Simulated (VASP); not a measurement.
Wanted: the native input for a VASP 6.6.1 run.

| Item | Value |
| --- | --- |
| Task | relaxation of cell and atoms |
| Functional | PBEsol |
| Potentials or basis | VASP PAW PBE potentials, release 64 (Re) |
| Cutoff | 600 eV |
| k mesh | 9 × 9 × 8 |
| Occupations | gaussian, width 0.1 eV |
| Spin | no spin polarisation |
| Dipole correction | no |
| Further INCAR settings | ALGO = Fast; EDIFF = 1e-06; IBRION = 2; EDIFFG = -0.04; NSW = 90; ISIF = 3 |

The structure of Re lies in POSCAR:

```
Re
1.0
    2.6496832329      0.0000000000      0.0000000000
   -1.3248416165      2.2946929917      0.0000000000
    0.0000000000      0.0000000000      2.4757977708
Re
1
Direct
    0.0000000000      0.0000000000      0.0000000000
```

This isn't the form of Re at room conditions, which is hcp.

These files were run (other wordings do the same):

INCAR

```
ALGO = Fast
EDIFF = 1E-6
EDIFFG = -0.04
ENCUT = 600
GGA = PS
IBRION = 2
ISIF = 3
ISMEAR = 0
LASPH = T
LCHARG = F
LREAL = F
LWAVE = F
NELM = 60
NSW = 90
PREC = Accurate
SIGMA = 0.1
```

KPOINTS

```
k-points
0
Gamma
  9 9 8
```

Potentials or basis: VASP PAW PBE potentials, release 64 (Re).

Run with:

```bash
$ cat potpaw_PBE.64/Re/POTCAR > POTCAR
$ mpirun -np 1 vasp_std > vasp.out
```

Results of the run:

```json
{
 "Relaxed volume": "15.89 Å³/atom",
 "Relaxed cell": "a = 2.748 Å, b = 2.748 Å, c = 2.430 Å, α = 90.00°, β = 90.00°, γ = 120.00°",
 "Space group after relaxing (to 0.1 Å)": "P6/mmm (No. 191)",
 "Energy gained by relaxing": "104.1 meV/atom",
 "Ionic steps": "10",
 "Pressure after relaxing": "0.1 GPa",
 "Band gap on the k mesh": "zero (an odd number of electrons rules out a gap without spin polarisation)"
}
```

Caveat: the PAW data sets were made with another functional, which shifts forces and pressure a little; spin-orbit coupling is left out, which moves the levels of the heavy elements.

Run time: 30 s on 1 thread of Intel(R) Xeon(R) Platinum 8488C (Sapphire Rapids) (shared host), peak memory 0.15 GiB.
